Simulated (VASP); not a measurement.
Here is a VASP 6.6.1 calculation.

The input INCAR:

```
SYSTEM = B
PREC = Accurate
ENCUT = 520
EDIFF = 1E-6
ISMEAR = -1
SIGMA = 0.1
LREAL = .False.
LASPH = .True.
NELM = 80
ALGO = Normal
ISIF = 2
LWAVE = .False.
LCHARG = .True.
GGA = PE
LELF = .True.
LVHAR = .True.
NBANDS = 10
```

The input KPOINTS:

```
Automatic mesh
0
Gamma
  17 17 10
  0 0 0
```

File POSCAR:

```
B
1.0
    1.1101190000      1.9227820000      0.0000000000
   -1.1101190000      1.9227820000      0.0000000000
    0.0000000000      0.0000000000      3.4854270000
B
2
Direct
    0.3333300000      0.3333400000      0.2500000000
    0.6666600000      0.6666700000      0.7500000000
```

Potentials or basis: VASP PAW PBE potentials, release 64 (B).

Launch:

```bash
$ cat potpaw_PBE.64/B/POTCAR > POTCAR
$ mpirun -np 1 vasp_std > vasp.out
```

(1) What does it give for the band gap on the k mesh?

(2) Predict the pressure.

## Answers

(1) zero (band 3 reaches 13.96 eV, above the bottom of band 4 at 4.00 eV).

(2) -34.0 GPa.
